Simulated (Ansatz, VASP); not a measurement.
**Two plane-wave programs on Ba2Re**

The input INCAR:

```
SYSTEM = Ba2Re
ALGO = Fast ; EDIFF = 1E-7
ENCUT = 520 ; GGA = PE
ISIF = 2 ; ISMEAR = 0
LASPH = .TRUE. ; LCHARG = .FALSE.
LREAL = .FALSE. ; LWAVE = .FALSE.
NBANDS = 36 ; NELM = 60
PREC = Accurate ; SIGMA = 0.1
```

KPOINTS

```
k-points
0
G
  6 6 2
  0 0 0
```

File POSCAR:

```
Ba2Re
1.0
    3.6844511428      0.0000000000      0.0000000000
   -1.8422255714      3.1908282887      0.0000000000
    0.0000000000      0.0000000000     14.3310040645
Ba Re
4 2
Direct
    0.3333333333      0.6666666667      0.6275000000
    0.6666666667      0.3333333333      0.1275000000
    0.3333333333      0.6666666667      0.8725000000
    0.6666666667      0.3333333333      0.3725000000
    0.3333333333      0.6666666667      0.2500000000
    0.6666666667      0.3333333333      0.7500000000
```

Input for Ansatz:

```yaml
crystal:
  lattice:
    - [3.6844511428, 0.0, 0.0]
    - [-1.8422255714, 3.1908282887, 0.0]
    - [0.0, 0.0, 14.3310040645]
  atoms:
    - { symbol: Ba, position: [0.3333333333, 0.6666666667, 0.6275] }
    - { symbol: Ba, position: [0.6666666667, 0.3333333333, 0.1275] }
    - { symbol: Ba, position: [0.3333333333, 0.6666666667, 0.8725] }
    - { symbol: Ba, position: [0.6666666667, 0.3333333333, 0.3725] }
    - { symbol: Re, position: [0.3333333333, 0.6666666667, 0.25] }
    - { symbol: Re, position: [0.6666666667, 0.3333333333, 0.75] }
basis:
  ecutwfc: 420
kpoints:
  mp_grid: { grid: [6, 6, 2] }
hamiltonian:
  xc: pbe
scf:
  occupations: { method: gaussian, width: 0.1 }
  lower_state_search: "off"
output:
  forces: true
  stress: true
  eigenvalues: true
```

Alike in both runs: task single point; functional PBE; k mesh 6 × 6 × 2; occupations gaussian, width 0.1 eV; no spin polarisation.

|  | VASP | Ansatz |
| --- | --- | --- |
| version | VASP 6.6.1 | Ansatz 0.2.0 |
| potentials or method | VASP PAW PBE potentials, release 64 (Ba_sv, Re), cutoff 520 eV | scalar-relativistic, plane waves, PAW |
| valence electrons in the cell | 54 | 70 |

```tsv
	VASP	Ansatz	Ansatz less VASP
gap on the k mesh at the Fermi level (eV)	none	none	-
pressure (GPa)	22.1	17.9	-4.21
traceless stress, the component that is largest in VASP (GPa)	7.94	7.41	-0.534
rms of the force components (eV/Å)	2.049	1.699	-0.3498
```

Atom by atom the forces differ by 0.350 eV/Å (rms over components). A gap of «none» marks a metal or a gap that the smearing closes. VASP's potentials hold 54 valence electrons a cell and Ansatz's 70, so a difference there can come from the potentials and not from the codes.

Spin-orbit coupling is off throughout.
